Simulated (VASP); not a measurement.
# Ni (Fmmm) in VASP: notebook

Runs on Ni. Level: PBEsol. Tasks: single point.

Program: VASP 6.6.1. These are calculated values, not measurements. Logs are shortened: lines on timing, memory, paths and dates and some standing lists are left out, and cuts for length are marked.

**1. The cell of the first run**

Symmetry: Fmmm, No. 69, orthorhombic system. Conventional cell: a = 2.432 Å, b = 4.104 Å, c = 8.639 Å, α = 90.00°, β = 90.00°, γ = 90.00°. Ni (site symmetry mm2) has 11 Ni at 2.28 to 2.90 Å within 3.0 Å.

**2. Single point, PBEsol, collinear spin, ferromagnetic start**

The input, INCAR:

```
SYSTEM = Ni
PREC = Accurate
ENCUT = 520
EDIFF = 1E-6
ISMEAR = 0
SIGMA = 0.1
LREAL = .FALSE.
LASPH = .TRUE.
NELM = 150
ALGO = Normal
ISIF = 2
LWAVE = .FALSE.
LCHARG = .TRUE.
ISPIN = 2
MAGMOM = 0.75 0.75 0.75 0.75
LORBIT = 11
LMAXMIX = 4
GGA = PS
LELF = .TRUE.
LVHAR = .TRUE.
NBANDS = 32
```

The input, KPOINTS:

```
Automatic mesh
0
G
  6 6 6
  0 0 0
```

The input, POSCAR:

```
Ni
1.0
    1.2159217432     -4.3197234927      0.0000000000
    1.2159217432      4.3197234927      0.0000000000
    0.0000000000      0.0000000000      4.1041374051
Ni
4
Direct
    0.1317952137      0.8682047863      1.0000115818
    0.6317952137      0.3682047863      0.4999884182
    0.8682047863      0.1317952137     -0.0000115818
    0.3682047863      0.6317952137      0.5000115818
```

Potentials or basis: VASP PAW PBE potentials, release 64 (Ni).

Command:

```sh
$ cat potpaw_PBE.64/Ni/POTCAR > POTCAR
$ mpirun -np 1 vasp_std > vasp.out
```

OUTCAR:

```text
SYSTEM = Ni
   PREC = Accurate
   ENCUT = 520
   EDIFF = 1E-6
   ISMEAR = 0
   LREAL = .FALSE.
   LASPH = .TRUE.
   NELM = 150
   ISIF = 2
   ISPIN = 2
   LORBIT = 11
   GGA = PS

 ion  position               nearest neighbor table
   1  0.132  0.868  0.000-   3 2.28   3 2.38   3 2.38   2 2.39   2 2.39   2 2.39   2 2.39   4 2.90
                             4 2.90
   2  0.632  0.368  0.500-   4 2.28   4 2.38   4 2.38   1 2.39   1 2.39   1 2.39   1 2.39   3 2.90
                             3 2.90
   3  0.868  0.132  1.000-   1 2.28   1 2.38   1 2.38   4 2.39   4 2.39   4 2.39   4 2.39   2 2.90
                             2 2.90
   4  0.368  0.632  0.500-   2 2.28   2 2.38   2 2.38   3 2.39   3 2.39   3 2.39   3 2.39   1 2.90
                             1 2.90

  LATTYP: Found a base centered orthorhombic cell.
 ALAT       =     2.4318434864
 B/A-ratio  =     3.5526328210
 C/A-ratio  =     1.6876651101

  Lattice vectors:

 A1 = (   1.2159217432,  -4.3197234927,   0.0000000000)
 A2 = (   1.2159217432,   4.3197234927,   0.0000000000)
 A3 = (   0.0000000000,   0.0000000000,   4.1041374051)

Analysis of symmetry for initial positions (statically):
=====================================================================
 Subroutine PRICEL returns:
 Original cell was already a primitive cell.

 Routine SETGRP: Setting up the symmetry group for a
 base centered orthorhombic supercell.

 Subroutine GETGRP returns: Found  8 space group operations
 (whereof  4 operations were pure point group operations)
 out of a pool of  8 trial point group operations.

The static configuration has the point symmetry C_2h.
 The point group associated with its full space group is D_2h.

Analysis of symmetry for dynamics (positions and initial velocities):
=====================================================================
 Subroutine PRICEL returns:
 Original cell was already a primitive cell.

 Routine SETGRP: Setting up the symmetry group for a
 base centered orthorhombic supercell.

 Subroutine GETGRP returns: Found  8 space group operations
 (whereof  4 operations were pure point group operations)
 out of a pool of  8 trial point group operations.

The dynamic configuration has the point symmetry C_2h.
 The point group associated with its full space group is D_2h.

Analysis of structural, dynamic, and magnetic symmetry:
=====================================================================
 Subroutine PRICEL returns:
 Original cell was already a primitive cell.

 Routine SETGRP: Setting up the symmetry group for a
 base centered orthorhombic supercell.

 Subroutine GETGRP returns: Found  8 space group operations
 (whereof  4 operations were pure point group operations)
 out of a pool of  8 trial point group operations.

The overall configuration has the point symmetry C_2h.
 The point group associated with its full space group is D_2h.

 Subroutine INISYM returns: Found  8 space group operations
 (whereof  4 operations are pure point group operations),
 and found     1 'primitive' translations

----------------------------------------------------------------------------------------

                                     Primitive cell

  volume of cell :      43.1135

  direct lattice vectors                    reciprocal lattice vectors
     1.215921743 -4.319723493  0.000000000     0.411210674 -0.115748149  0.000000000
     1.215921743  4.319723493  0.000000000     0.411210674  0.115748149  0.000000000
     0.000000000  0.000000000  4.104137405     0.000000000  0.000000000  0.243656560

  length of vectors
     4.487591418  4.487591418  4.104137405     0.427190652  0.427190652  0.243656560

  position of ions in fractional coordinates (direct lattice)
     0.131795214  0.868204786  0.000011582
     0.631795214  0.368204786  0.499988418
     0.868204786  0.131795214  0.999988418
     0.368204786  0.631795214  0.500011582

  ion indices of the primitive-cell ions
   primitive index   ion index
                 1           1
                 2           2
                 3           3
                 4           4

----------------------------------------------------------------------------------------

 KPOINTS: Automatic mesh

[... 24 lines left out ...]
  0.000000  0.000000  0.000000      1.000000
  0.166667 -0.000000  0.000000      4.000000
  0.333333  0.000000  0.000000      4.000000
  0.500000  0.000000  0.000000      2.000000
  0.166667  0.166667  0.000000      2.000000
  0.333333  0.166667  0.000000      4.000000
[... 16 lines left out ...]
  0.333333  0.333333  0.166667      4.000000
  0.500000  0.333333  0.166667      8.000000
 [... further k-points ...]
   k-points           NKPTS =     52   k-points in BZ     NKDIM =     52   number of bands    NBANDS=     32
   number of dos      NEDOS =    301   number of ions     NIONS =      4
   total plane-waves  NPLWV =  41472
   dimension x,y,z NGX =    36 NGY =   36 NGZ =   32
   dimension x,y,z NGXF=    72 NGYF=   72 NGZF=   64
   ions per type =               4
   NGX,Y,Z   is equivalent  to a cutoff of  13.34, 13.34, 12.96 a.u.
   NGXF,Y,Z  is equivalent  to a cutoff of  26.67, 26.67, 25.92 a.u.
 SYSTEM =  Ni
   PREC   = accura    normal or accurate (medium, high low for compatibility)
   ISTART =      0    job   : 0-new  1-cont  2-samecut
   ICHARG =      2    charge: 1-file 2-atom 10-const
   ISPIN  =      2    spin polarized calculation?
   LNONCOLLINEAR =      F non collinear calculations
   LSORBIT =      F    spin-orbit coupling
   LASPH  =      T    aspherical Exc in radial PAW
   ENCUT  =  520.0 eV  38.22 Ry    6.18 a.u.   8.34  8.34  7.63*2*pi/ulx,y,z
   NELM   =    150;   NELMIN=  2; NELMDL= -5     # of ELM steps
   EDIFF  = 0.1E-05   stopping-criterion for ELM
   LREAL  =      F    real-space projection
   EDIFFG = 0.1E-04   stopping-criterion for IOM
   NSW    =      0    number of steps for IOM
   IBRION =     -1    ionic relax: 0-MD 1-quasi-New 2-CG
   NFREE  =      0    steps in history (QN), initial steepest desc. (CG)
   ISIF   =      2    stress and relaxation
   ISYM   =      2    0-nonsym 1-usesym 2-fastsym
   POTIM  = 0.5000    time-step for ionic-motion
   TEBEG  =    0.0;   TEEND  =   0.0 temperature during run
   PSTRESS=    0.0 pullay stress
   NELECT =      40.0000    total number of electrons
   NUPDOWN=      -1.0000    fix difference up-down
   EMIN   =  10.00;   EMAX   =-10.00  energy-range for DOS
   EFERMI =   0.00;   METHOD = LEGACY
   ISMEAR =     0;   SIGMA  =   0.10  broadening in eV -4-tet -1-fermi 0-gaus
   EFERMI_NEDOS =   21; number of points for ismear=-14 and -15
   IALGO  =     38    algorithm
   IMIX   =      4    mixing-type and parameters
     AMIX     =   0.40;   BMIX     =  1.00
     AMIX_MAG =   1.60;   BMIX_MAG =  1.00
  volume/ion in A,a.u.               =      10.78        72.74
  Fermi-wavevector in a.u.,A,eV,Ry     =   1.596701  3.017328 34.687441  2.549455
  Thomas-Fermi vector in A             =   2.694423
   LORBIT       =     11    0 simple, 1 ext, 2 COOP (PROOUT), +10 PAW based schemes
   GGA     = PS    functional components
   LHFCALC =     F    Hartree Fock is set to
   AEXX    =    0.0000 exact exchange contribution
   IVDW    =     0    specifies the selected vdW correction
   LEPSILON=     F    determine dielectric tensor
   LRPA    =     F    only Hartree local field effects (RPA)
 spin polarized calculation
 Gauss-broadening in eV      SIGMA  =   0.10
  energy-cutoff  :      520.00
  volume of cell :       43.11
 maximum number of plane-waves:      1184
 NGX is ok and might be reduce to    36

 number of electron      40.0000045 magnetization       2.2375523

 Free energy of the ion-electron system (eV)
  ---------------------------------------------------
  ext. energy  EPLUGINS =         0.00000000
  ---------------------------------------------------
  free energy    TOTEN  =       -23.56636952 eV

  energy without entropy =      -23.53513676  energy(sigma->0) =      -23.55075314

 E-fermi :   9.2278     XC(G=0): -13.4525

 val. band max:        9.2277507306   @ k =   0.3333   0.3333   0.3333
 cond. band min:       9.2307941712   @ k =  -0.1667   0.1667   0.1667
 fundamental gap:      0.0030434406
 Fermi energy:         9.2277714941

 spin component 1

 k-point     1 :       0.0000    0.0000    0.0000
  band No.  band energies     occupation
      1       0.2137      1.00000
      2       4.4050      1.00000
      3       4.4909      1.00000
      4       4.7272      1.00000
      5       5.1535      1.00000
      6       5.8117      1.00000
[... 829 lines left out ...]
     31      26.7551      0.00000
     32      27.3124      0.00000

 [... further k-points ...]

 spin component 2

 k-point     1 :       0.0000    0.0000    0.0000
  band No.  band energies     occupation
      1       0.2103      1.00000
      2       4.7769      1.00000
      3       4.8402      1.00000
      4       5.0416      1.00000
      5       5.6479      1.00000
      6       6.4230      1.00000
[... 829 lines left out ...]
     31      26.8409      0.00000
     32      27.3810      0.00000

 [... further k-points ...]

------------------------ aborting loop because EDIFF is reached ----------------------------------------

  FORCE on cell =-STRESS in cart. coord.  units (eV):
  Direction    XX          YY          ZZ          XY          YZ          ZX
  --------------------------------------------------------------------------------------
  -------------------------------------------------------------------------------------
  Total        0.4551589      0.6732880      0.4739147      0.0000000      0.0000000      0.0000000
  in kB       16.9145381     25.0206174     17.6115402      0.0000000      0.0000000      0.0000000
  external PRESSURE =      19.8488985 kB  Pullay stress =       0.0000000 kB

 VOLUME and BASIS-vectors are now :
 -----------------------------------------------------------------------------
  energy-cutoff  :      520.00
  volume of cell :       43.11
      direct lattice vectors                 reciprocal lattice vectors
     1.215921743 -4.319723493  0.000000000     0.411210674 -0.115748149  0.000000000
     1.215921743  4.319723493  0.000000000     0.411210674  0.115748149  0.000000000
     0.000000000  0.000000000  4.104137405     0.000000000  0.000000000  0.243656560

 POSITION                                       TOTAL-FORCE (eV/Angst)
 -----------------------------------------------------------------------------------
      1.21592      3.18109      0.00005         0.000000      0.000212     -0.000797
      1.21592     -1.13864      2.05202         0.000000      0.000212      0.000797
      1.21592     -3.18109      4.10409         0.000000     -0.000212      0.000797
      1.21592      1.13864      2.05212         0.000000     -0.000212     -0.000797
 -----------------------------------------------------------------------------------
    total drift:                                0.000000      0.000000     -0.000000

  FREE ENERGIE OF THE ION-ELECTRON SYSTEM (eV)
  ---------------------------------------------------
  free  energy   TOTEN  =       -23.5663695219 eV

  energy  without entropy=      -23.5351367608  energy(sigma->0) =      -23.55075314

 total charge

# of ion       s       p       d       tot
------------------------------------------
    1        0.526   0.514   8.357   9.398
    2        0.526   0.514   8.357   9.398
    3        0.526   0.514   8.357   9.398
    4        0.526   0.514   8.357   9.398
--------------------------------------------------
tot          2.105   2.057  33.430  37.592

 magnetization (x)

# of ion       s       p       d       tot
------------------------------------------
    1       -0.008  -0.018   0.590   0.564
    2       -0.008  -0.018   0.590   0.564
    3       -0.008  -0.018   0.590   0.564
    4       -0.008  -0.018   0.590   0.564
--------------------------------------------------
tot         -0.031  -0.073   2.358   2.255
```

Wall time 4.6 min (1 thread of Oxide Virtual Turin-like, shared host); peak memory 0.24 GiB.

What came out:

- Free energy: -23.5664 eV
- Pressure: 2.0 GPa
- Net moment: 2.24 μB per cell
- Site moments: Ni +0.56 μB
- Valence electrons inside the program's atomic spheres: Ni 9.40

Stress tensor (GPa, compression positive):
```
1.69 0.00 0.00
0.00 2.50 0.00
0.00 0.00 1.76
```

Caveat: the k points lie up to 0.45 Å⁻¹ apart; the PAW data sets were made with another functional, which shifts forces and pressure a little.

**3. Single point, PBEsol**

This run uses another cell than the first one: it holds 2 atoms, not 4.

The input, INCAR:

```
SYSTEM = Ni
  PREC = Accurate
  ENCUT = 520
  EDIFF = 1E-6
  ISMEAR = 0
  SIGMA = 0.1
  LREAL = .False.
  LASPH = .True.
  NELM = 100
  ALGO = Fast
  ISIF = 2
  LWAVE = .False.
  LCHARG = .False.
  GGA = PS
  NBANDS = 17
```

The input, KPOINTS:

```
regular mesh
0
Gamma
  26 26 26
  0 0 0
```

The input, POSCAR:

```
Ni
1.0
    0.0000000000      2.0538288862      4.3175720132
    1.2177505744      0.0000000000      4.3175720132
    1.2177505744      2.0538288862      0.0000000000
Ni
2
Direct
    0.8681076442      0.8681076442      0.1318923558
    0.1318923558      0.1318923558      0.8681076442
```

Potentials or basis: VASP PAW PBE potentials, release 64 (Ni).

Command:

```sh
$ cat potpaw_PBE.64/Ni/POTCAR > POTCAR
$ mpirun -np 1 vasp_std > vasp.out
```

Run time: 35 min. Hardware: 1 thread of Oxide Virtual Turin-like, shared host; peak memory 0.77 GiB.

Results (log left out):

```yaml
Free_energy: -11.7458 eV
Pressure: 0.0 GPa
Band_gap_on_the_k_mesh: zero (band 10 reaches 9.59 eV, above the bottom of band 11 at 8.67 eV)
```

Stress tensor (GPa, compression positive):
```
 0.12  0.00  0.00
 0.00 -0.12  0.00
 0.00  0.00 -0.11
```

Levels at points of the mesh, in eV from the Fermi level:
```
           k point  band 8  band 9  band 10  band 11  band 12  band 13
(0.00, 0.00, 0.00)   -1.04   -0.93    -0.86    -0.48    -0.07     4.84
(0.50, 0.00, 0.00)   -0.48    0.11     0.15     1.51     3.47     5.74
(0.50, 0.50, 0.00)   -1.53   -1.44    -0.61    -0.33     0.10    11.45
(0.50, 0.00, 0.50)   -0.43    0.15     0.21     0.42     5.81     7.22
(0.00, 0.50, 0.50)   -0.12    0.11     0.25     3.09     3.86     6.12
```

Caveat: the PAW data sets were made with another functional, which shifts forces and pressure a little; the run has no spin polarisation, though such a crystal can be magnetic.
